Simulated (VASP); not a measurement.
# CaO (Fm-3m) in VASP: single point with PBE

Aim: the single point of CaO with PBE.

Everything below comes from runs of VASP 6.6.1. Logs are shortened: lines on timing, memory, paths and dates and some standing lists are left out, and cuts for length are marked.

### Step 1. The cell of the first run

Symmetry: Fm-3m, No. 225, cubic system. Conventional cell: a = 4.830 Å, b = 4.830 Å, c = 4.830 Å, α = 90.00°, β = 90.00°, γ = 90.00°. Ca (site symmetry m-3m) has 6 O at 2.42 Å within 3.2 Å. O (site symmetry m-3m) has 6 Ca at 2.42 Å within 3.2 Å.

### Step 2. Single point, PBE

Contents of INCAR:

```
PREC = Accurate ; ENCUT = 520
EDIFF = 1E-6 ; ISMEAR = 0
SIGMA = 0.02 ; LREAL = False
LASPH = True ; NELM = 100
ALGO = Normal ; ISIF = 2
LWAVE = False ; LCHARG = False
GGA = PE ; NBANDS = 15
```

Contents of KPOINTS:

```
Automatic mesh
0
Gamma
  8 8 8
```

Contents of POSCAR:

```
CaO
1.0
    0.0000000000      2.4150559802      2.4150559802
    2.4150559802      0.0000000000      2.4150559802
    2.4150559802      2.4150559802      0.0000000000
Ca O
1 1
Direct
    0.0000000000      0.0000000000      0.0000000000
    0.5000000000      0.5000000000      0.5000000000
```

Potentials or basis: VASP PAW PBE potentials, release 64 (Ca_sv, O).

Started as:

```bash
$ cat potpaw_PBE.64/Ca_sv/POTCAR potpaw_PBE.64/O/POTCAR > POTCAR
$ mpirun -np 1 vasp_std > vasp.out
```

OUTCAR:

```text
PREC = Accurate
   ENCUT = 520
   EDIFF = 1E-6
   ISMEAR = 0
   LREAL = False
   LASPH = True
   NELM = 100
   ISIF = 2
   GGA = PE

 ion  position               nearest neighbor table
   1  0.000  0.000  0.000-   2 2.42   2 2.42   2 2.42   2 2.42   2 2.42   2 2.42
   2  0.500  0.500  0.500-   1 2.42   1 2.42   1 2.42   1 2.42   1 2.42   1 2.42

  LATTYP: Found a face centered cubic cell.
 ALAT       =     4.8301119604

  Lattice vectors:

 A1 = (   0.0000000000,   2.4150559802,   2.4150559802)
 A2 = (   2.4150559802,   0.0000000000,   2.4150559802)
 A3 = (   2.4150559802,   2.4150559802,   0.0000000000)

Analysis of symmetry for initial positions (statically):
=====================================================================
 Subroutine PRICEL returns:
 Original cell was already a primitive cell.

 Routine SETGRP: Setting up the symmetry group for a
 face centered cubic supercell.

 Subroutine GETGRP returns: Found 48 space group operations
 (whereof 48 operations were pure point group operations)
 out of a pool of 48 trial point group operations.

The static configuration has the point symmetry O_h .

Analysis of symmetry for dynamics (positions and initial velocities):
=====================================================================
 Subroutine PRICEL returns:
 Original cell was already a primitive cell.

 Routine SETGRP: Setting up the symmetry group for a
 face centered cubic supercell.

 Subroutine GETGRP returns: Found 48 space group operations
 (whereof 48 operations were pure point group operations)
 out of a pool of 48 trial point group operations.

The dynamic configuration has the point symmetry O_h .

 Subroutine INISYM returns: Found 48 space group operations
 (whereof 48 operations are pure point group operations),
 and found     1 'primitive' translations

----------------------------------------------------------------------------------------

                                     Primitive cell

  volume of cell :      28.1716

  direct lattice vectors                    reciprocal lattice vectors
     0.000000000  2.415055980  2.415055980    -0.207034538  0.207034538  0.207034538
     2.415055980  0.000000000  2.415055980     0.207034538 -0.207034538  0.207034538
     2.415055980  2.415055980  0.000000000     0.207034538  0.207034538 -0.207034538

  length of vectors
     3.415404921  3.415404921  3.415404921     0.358594339  0.358594339  0.358594339

  position of ions in fractional coordinates (direct lattice)
     0.000000000  0.000000000  0.000000000
     0.500000000  0.500000000  0.500000000

  ion indices of the primitive-cell ions
   primitive index   ion index
                 1           1
                 2           2

----------------------------------------------------------------------------------------

 KPOINTS: Automatic mesh

Automatic generation of k-mesh.
 Grid dimensions read from file:
 generate k-points for:    8    8    8

 Generating k-lattice:

  Cartesian coordinates                     Fractional coordinates (reciprocal lattice)
    -0.025879317  0.025879317  0.025879317     0.125000000  0.000000000  0.000000000
     0.025879317 -0.025879317  0.025879317     0.000000000  0.125000000  0.000000000
     0.025879317  0.025879317 -0.025879317     0.000000000  0.000000000  0.125000000

  Length of vectors
     0.044824292  0.044824292  0.044824292

  Shift w.r.t. Gamma in fractional coordinates (k-lattice)
     0.000000000  0.000000000  0.000000000

 Subroutine IBZKPT returns following result:
 ===========================================

 Found     29 irreducible k-points:

 Following reciprocal coordinates:
            Coordinates               Weight
  0.000000  0.000000  0.000000      1.000000
  0.125000  0.000000  0.000000      8.000000
  0.250000  0.000000  0.000000      8.000000
  0.375000  0.000000  0.000000      8.000000
  0.500000  0.000000  0.000000      4.000000
  0.125000  0.125000  0.000000      6.000000
[... 16 lines left out ...]
  0.500000  0.250000  0.125000     48.000000
 -0.375000  0.250000  0.125000     24.000000
 [... further k-points ...]
   k-points           NKPTS =     29   k-points in BZ     NKDIM =     29   number of bands    NBANDS=     15
   number of dos      NEDOS =    301   number of ions     NIONS =      2
   total plane-waves  NPLWV =  21952
   dimension x,y,z NGX =    28 NGY =   28 NGZ =   28
   dimension x,y,z NGXF=    56 NGYF=   56 NGZF=   56
   ions per type =               1   1
   NGX,Y,Z   is equivalent  to a cutoff of  13.63, 13.63, 13.63 a.u.
   NGXF,Y,Z  is equivalent  to a cutoff of  27.26, 27.26, 27.26 a.u.
 SYSTEM =  unknown system
   PREC   = accura    normal or accurate (medium, high low for compatibility)
   ISTART =      0    job   : 0-new  1-cont  2-samecut
   ICHARG =      2    charge: 1-file 2-atom 10-const
   ISPIN  =      1    spin polarized calculation?
   LNONCOLLINEAR =      F non collinear calculations
   LSORBIT =      F    spin-orbit coupling
   LASPH  =      T    aspherical Exc in radial PAW
   ENCUT  =  520.0 eV  38.22 Ry    6.18 a.u.   6.35  6.35  6.35*2*pi/ulx,y,z
   NELM   =    100;   NELMIN=  2; NELMDL= -5     # of ELM steps
   EDIFF  = 0.1E-05   stopping-criterion for ELM
   LREAL  =      F    real-space projection
   EDIFFG = 0.1E-04   stopping-criterion for IOM
   NSW    =      0    number of steps for IOM
   IBRION =     -1    ionic relax: 0-MD 1-quasi-New 2-CG
   NFREE  =      0    steps in history (QN), initial steepest desc. (CG)
   ISIF   =      2    stress and relaxation
   ISYM   =      2    0-nonsym 1-usesym 2-fastsym
   POTIM  = 0.5000    time-step for ionic-motion
   TEBEG  =    0.0;   TEEND  =   0.0 temperature during run
   PSTRESS=    0.0 pullay stress
   NELECT =      16.0000    total number of electrons
   NUPDOWN=      -1.0000    fix difference up-down
   EMIN   =  10.00;   EMAX   =-10.00  energy-range for DOS
   EFERMI =   0.00;   METHOD = LEGACY
   ISMEAR =     0;   SIGMA  =   0.02  broadening in eV -4-tet -1-fermi 0-gaus
   EFERMI_NEDOS =   21; number of points for ismear=-14 and -15
   IALGO  =     38    algorithm
   IMIX   =      4    mixing-type and parameters
     AMIX     =   0.40;   BMIX     =  1.00
     AMIX_MAG =   1.60;   BMIX_MAG =  1.00
  volume/ion in A,a.u.               =      14.09        95.06
  Fermi-wavevector in a.u.,A,eV,Ry     =   1.355744  2.561984 25.008069  1.838041
  Thomas-Fermi vector in A             =   2.482806
   LORBIT       =      0    0 simple, 1 ext, 2 COOP (PROOUT), +10 PAW based schemes
   GGA     = PE    functional components
   LHFCALC =     F    Hartree Fock is set to
   AEXX    =    0.0000 exact exchange contribution
   IVDW    =     0    specifies the selected vdW correction
   LEPSILON=     F    determine dielectric tensor
   LRPA    =     F    only Hartree local field effects (RPA)
 non-spin polarized calculation
 Gauss-broadening in eV      SIGMA  =   0.02
  energy-cutoff  :      520.00
  volume of cell :       28.17
 maximum number of plane-waves:       775
 NGX is ok and might be reduce to    28
   NGX = 13   NGY = 13   NGZ = 13

 number of electron      15.9999999 magnetization

 Free energy of the ion-electron system (eV)
  ---------------------------------------------------
  ext. energy  EPLUGINS =         0.00000000
  ---------------------------------------------------
  free energy    TOTEN  =       -12.80525307 eV

  energy without entropy =      -12.80525307  energy(sigma->0) =      -12.80525307

 E-fermi :   2.3496     XC(G=0): -10.4036

 val. band max:        2.2670982535   @ k =   0.0000   0.0000   0.0000
 cond. band min:       5.9060795912   @ k =   0.5000   0.5000   0.0000
 fundamental gap:      3.6389813377
 Fermi energy:         2.3495852771

 k-point     1 :       0.0000    0.0000    0.0000
  band No.  band energies     occupation
      1     -35.4310      2.00000
      2     -16.2053      2.00000
      3     -16.2053      2.00000
      4     -16.2053      2.00000
      5     -13.2366      2.00000
      6       2.2671      2.00000
      7       2.2671      2.00000
      8       2.2671      2.00000
      9       6.8612      0.00000
     10       8.4556      0.00000
     11       8.4556      0.00000
     12       8.4556      0.00000
     13       9.9336      0.00000
     14       9.9336      0.00000
     15      17.2461      0.00000

 k-point     2 :       0.1250    0.0000    0.0000
  band No.  band energies     occupation
      1     -35.4171      2.00000
      2     -16.4012      2.00000
      3     -16.2130      2.00000
      4     -16.2130      2.00000
      5     -13.0296      2.00000
      6       1.7371      2.00000
      7       2.0620      2.00000
      8       2.0620      2.00000
      9       7.5422      0.00000
     10       8.4152      0.00000
     11       8.7149      0.00000
     12       8.7149      0.00000
     13      10.2921      0.00000
     14      10.2921      0.00000
     15      17.8053      0.00000

 k-point     3 :       0.2500    0.0000    0.0000
  band No.  band energies     occupation
      1     -35.3832      2.00000
      2     -16.7985      2.00000
      3     -16.2314      2.00000
      4     -16.2314      2.00000
      5     -12.6034      2.00000
      6       0.7500      2.00000
      7       1.6221      2.00000
      8       1.6221      2.00000
      9       8.4750      0.00000
     10       8.9964      0.00000
     11       9.3946      0.00000
     12       9.3946      0.00000
     13      11.1556      0.00000
     14      11.1556      0.00000
     15      18.0516      0.00000

 k-point     4 :       0.3750    0.0000    0.0000
  band No.  band energies     occupation
      1     -35.3490      2.00000
      2     -17.1309      2.00000
      3     -16.2497      2.00000
      4     -16.2497      2.00000
      5     -12.2391      2.00000
      6      -0.0418      2.00000
      7       1.2393      2.00000
      8       1.2393      2.00000
      9       8.9204      0.00000
     10      10.1781      0.00000
     11      10.1781      0.00000
     12      10.2245      0.00000
     13      12.0976      0.00000
     14      12.0976      0.00000
     15      16.8841      0.00000
[... 307 lines left out ...]
 k-point    22 :       0.3750    0.2500    0.1250
  band No.  band energies     occupation
      1     -35.3584      2.00000
      2     -16.8356      2.00000
      3     -16.3564      2.00000
      4     -16.2657      2.00000
      5     -12.5583      2.00000
      6       0.4726      2.00000
      7       1.5047      2.00000
      8       1.7560      2.00000
      9       7.6167      0.00000
     10       9.2598      0.00000
     11      10.0723      0.00000
     12      10.3793      0.00000
     13      11.1448      0.00000
     14      12.3124      0.00000
     15      18.5042      0.00000

 k-point    23 :       0.5000    0.2500    0.1250
  band No.  band energies     occupation
      1     -35.3313      2.00000
      2     -16.9816      2.00000
      3     -16.4180      2.00000
      4     -16.3009      2.00000
      5     -12.4178      2.00000
      6       0.2910      2.00000
      7       1.2185      2.00000
      8       1.4348      2.00000
      9       8.1074      0.00000
     10       9.6723      0.00000
     11      10.6510      0.00000
     12      10.7337      0.00000
     13      12.0707      0.00000
     14      13.2335      0.00000
     15      16.8621      0.00000

 k-point    24 :      -0.3750    0.2500    0.1250
  band No.  band energies     occupation
      1     -35.3200      2.00000
      2     -17.0406      2.00000
      3     -16.4325      2.00000
      4     -16.3248      2.00000
      5     -12.3637      2.00000
      6       0.2393      2.00000
      7       1.1534      2.00000
      8       1.2316      2.00000
      9       8.9571      0.00000
     10       9.0361      0.00000
     11      10.9364      0.00000
     12      11.0934      0.00000
     13      12.3566      0.00000
     14      14.0416      0.00000
     15      15.9053      0.00000

 [... further k-points ...]

------------------------ aborting loop because EDIFF is reached ----------------------------------------

  FORCE on cell =-STRESS in cart. coord.  units (eV):
  Direction    XX          YY          ZZ          XY          YZ          ZX
  --------------------------------------------------------------------------------------
  -------------------------------------------------------------------------------------
  Total        0.1020813      0.1020813      0.1020813      0.0000000     -0.0000000      0.0000000
  in kB        5.8055720      5.8055720      5.8055720      0.0000000     -0.0000000      0.0000000
  external PRESSURE =       5.8055720 kB  Pullay stress =       0.0000000 kB

 VOLUME and BASIS-vectors are now :
 -----------------------------------------------------------------------------
  energy-cutoff  :      520.00
  volume of cell :       28.17
      direct lattice vectors                 reciprocal lattice vectors
     0.000000000  2.415055980  2.415055980    -0.207034538  0.207034538  0.207034538
     2.415055980  0.000000000  2.415055980     0.207034538 -0.207034538  0.207034538
     2.415055980  2.415055980  0.000000000     0.207034538  0.207034538 -0.207034538

 POSITION                                       TOTAL-FORCE (eV/Angst)
 -----------------------------------------------------------------------------------
      0.00000      0.00000      0.00000         0.000000      0.000000      0.000000
      2.41506      2.41506      2.41506         0.000000      0.000000      0.000000
 -----------------------------------------------------------------------------------
    total drift:                                0.000000      0.000000      0.000000

  FREE ENERGIE OF THE ION-ELECTRON SYSTEM (eV)
  ---------------------------------------------------
  free  energy   TOTEN  =       -12.8052530747 eV

  energy  without entropy=      -12.8052530747  energy(sigma->0) =      -12.80525307
```

It took 12 s on 1 thread of Intel Xeon Platinum 8259CL at 2.50GHz (Skylake/Cascade Lake), shared host; peak memory 0.16 GiB.

Results:

* Free energy: -12.8053 eV
* Pressure: 0.6 GPa
* Band gap on the k mesh: 3.64 eV (least direct gap 4.02 eV)

Levels at points of the mesh, in eV from the valence-band top:
| k point | band 4 | band 5 | band 6 | band 7 | band 8 | band 9 | band 10 | band 11 | band 12 | band 13 |
| --- | --- | --- | --- | --- | --- | --- | --- | --- | --- | --- |
| (0.00, 0.00, 0.00) | -18.47 | -15.50 | 0.00 | 0.00 | 0.00 | 4.59 | 6.19 | 6.19 | 6.19 | 7.67 |
| (0.50, 0.00, 0.00) | -18.52 | -14.37 | -2.60 | -1.17 | -1.17 | 6.98 | 8.27 | 8.27 | 8.39 | 10.30 |
| (0.50, 0.50, 0.00) | -18.69 | -15.26 | -1.31 | -0.38 | -0.38 | 3.64 | 7.93 | 8.81 | 9.43 | 9.43 |

A k mesh can miss the band edges. PBE gaps usually lie below the measured ones, often by a third to a half.
